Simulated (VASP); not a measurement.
Write the native input for VASP 6.6.1 that does the following.

| Property | Result |
| --- | --- |
| Task | relaxation of the atoms |
| Functional | PBE |
| Dispersion | D3(BJ) |
| Potentials or basis | VASP PAW PBE potentials, release 64 (Hf_pv, S) |
| Cutoff | 450 eV |
| k mesh | 12 × 12 × 6 |
| Occupations | gaussian, width 0.02 eV |
| Spin | no spin polarisation |
| Dipole correction | no |
| Further INCAR settings | ALGO = Normal; EDIFF = 1e-07; IBRION = 2; EDIFFG = -0.008; NSW = 60 |

The structure of HfS2 lies in POSCAR:

```
HfS2
1.0
    3.6599507868      0.0000000000      0.0000000000
   -1.8299753934      3.1696103580      0.0000000000
    0.0000000000      0.0000000000      5.8569435649
Hf S
1 2
Direct
    0.0000000000      0.0000000000      0.0000000000
    0.6666666667      0.3333333333      0.7476059866
    0.3333333333      0.6666666667      0.2523940134
```

This cell differs from its parent crystal: equal strain along all axes, cell held: +1.5 %.

One way to write it, as run:

INCAR

```
PREC     = Accurate       # precision mode
ENCUT    = 450            # plane-wave cutoff, eV
EDIFF    = 1E-7           # SCF threshold, eV
ISMEAR   = 0              # smearing method
SIGMA    = 0.02           # smearing width, eV
LREAL    = F              # projectors in reciprocal space
LASPH    = T              # aspherical terms in the spheres
NELM     = 120            # most SCF steps
ALGO     = Normal         # electronic algorithm
ISIF     = 2              # what is computed and relaxed
LWAVE    = F              # write WAVECAR
LCHARG   = F              # write CHGCAR
GGA      = PE             # functional
IVDW     = 12             # dispersion correction
IBRION   = 2              # ionic algorithm
NSW      = 60             # ionic steps
EDIFFG   = -0.008         # ionic threshold
GGA_COMPAT= F            
NELMIN   = 4
```

KPOINTS

```
Automatic mesh
0
Gamma
  12 12 6
```

Potentials or basis: VASP PAW PBE potentials, release 64 (Hf_pv, S).

Command:

```console
$ cat potpaw_PBE.64/Hf_pv/POTCAR potpaw_PBE.64/S/POTCAR > POTCAR
$ mpirun -np 1 vasp_std > vasp.out
```

It gave:

- Energy gained by relaxing: 9.3 meV/atom
- Ionic steps: 3
- Pressure after relaxing: -2.2 GPa
- Largest force after relaxing: 0.004 eV/Å
- Band gap on the k mesh: 1.07 eV (least direct gap 1.88 eV)
- Dispersion energy per atom: -0.324 eV

Caveat: the cell differs from its parent crystal (equal strain along all axes, cell held: +1.5 %); spin-orbit coupling is left out, which moves the levels of the heavy elements.

It took 2.3 min on 1 thread of Oxide Virtual Turin-like Processor, on a shared host, peak memory 0.21 GiB.
